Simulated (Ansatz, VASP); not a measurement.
Given: the input of a run of Ansatz 0.2.0 on VO2.

File input.yaml:

```yaml
crystal:
  lattice:
    - [4.5956009987, 0.0, 0.0]
    - [0.0, 4.5956009987, 0.0]
    - [0.0, 0.0, 3.1041602572]
  atoms:
    - { symbol: V, position: [0.5, 0.5, 0.5], spin: 2.0 }
    - { symbol: V, position: [0.0, 0.0, 0.0], spin: 2.0 }
    - { symbol: O, position: [0.200358, 0.799642, 0.5] }
    - { symbol: O, position: [0.799642, 0.200358, 0.5] }
    - { symbol: O, position: [0.700358, 0.700358, 0.0] }
    - { symbol: O, position: [0.299642, 0.299642, 0.0] }
hamiltonian:
  xc: { exchange: slater, correlation: vwn5 }
  pseudopotentials: { kind: paw }
magnetization:
  spin_polarized: true
kpoints:
  mp_grid: { grid: [6, 6, 9] }
scf:
  occupations: { method: fermi_dirac, width: 0.05 }
output:
  forces: true
  stress: true
  eigenvalues: true
```

Potentials or basis: Ansatz PAW.

Command:

```bash
$ ansatz run input.yaml --threads 2 --pin off --max-ram 5120MiB --backend cpu --events-out ev --progress --plain --runs-dir out
```

Q: Set up the same calculation for VASP 6.6.1. Potentials there: VASP PAW PBE potentials, release 64 (V_sv, O).

A: As run (the cutoff follows the program's own potentials):

INCAR

```
PREC = Accurate
ENCUT = 600
EDIFF = 1E-6
ISMEAR = -1
SIGMA = 0.05
LREAL = False
LASPH = True
NELM = 200
ALGO = Normal
ISIF = 2
LWAVE = False
LCHARG = False
ISPIN = 2
MAGMOM = 2 2 0 0 0 0
LORBIT = 11
LMAXMIX = 4
GGA = VW
NBANDS = 38
GGA_COMPAT = False
```

Contents of KPOINTS:

```
Automatic mesh
0
Gamma
  6 6 9
```

POSCAR

```
VO2
1.0
    4.5956009987      0.0000000000      0.0000000000
    0.0000000000      4.5956009987      0.0000000000
    0.0000000000      0.0000000000      3.1041602572
V O
2 4
Direct
    0.5000000000      0.5000000000      0.5000000000
    0.0000000000      0.0000000000      0.0000000000
    0.2003580000      0.7996420000      0.5000000000
    0.7996420000      0.2003580000      0.5000000000
    0.7003580000      0.7003580000      0.0000000000
    0.2996420000      0.2996420000      0.0000000000
```

Potentials or basis: VASP PAW PBE potentials, release 64 (V_sv, O).

Command:

```sh
$ cat potpaw_PBE.64/V_sv/POTCAR potpaw_PBE.64/O/POTCAR > POTCAR
$ mpirun -np 1 vasp_std > vasp.out
```

Both were run:

|  | VASP | Ansatz | Ansatz less VASP |
| --- | --- | --- | --- |
| gap on the k mesh at the Fermi level (eV) | none | none | - |
| rms of the force components (eV/Å) | 0.159 | 0.157 | -0.0016 |
| net moment per atom (μB) | 0.33 | 0.33 | 0.000 |
| size of the moment on the site where the two differ most (μB) | 1.05 | 0.87 | -0.180 |

VASP's potentials were made for PBE, not for SVWN5. Site moments also hang on the region over which each program counts them. Atom by atom the forces differ by 0.002 eV/Å (rms over components). A gap of «none» marks a metal or a gap that the smearing closes.

Noted on Ansatz's run: Pulay correction over one GPa.
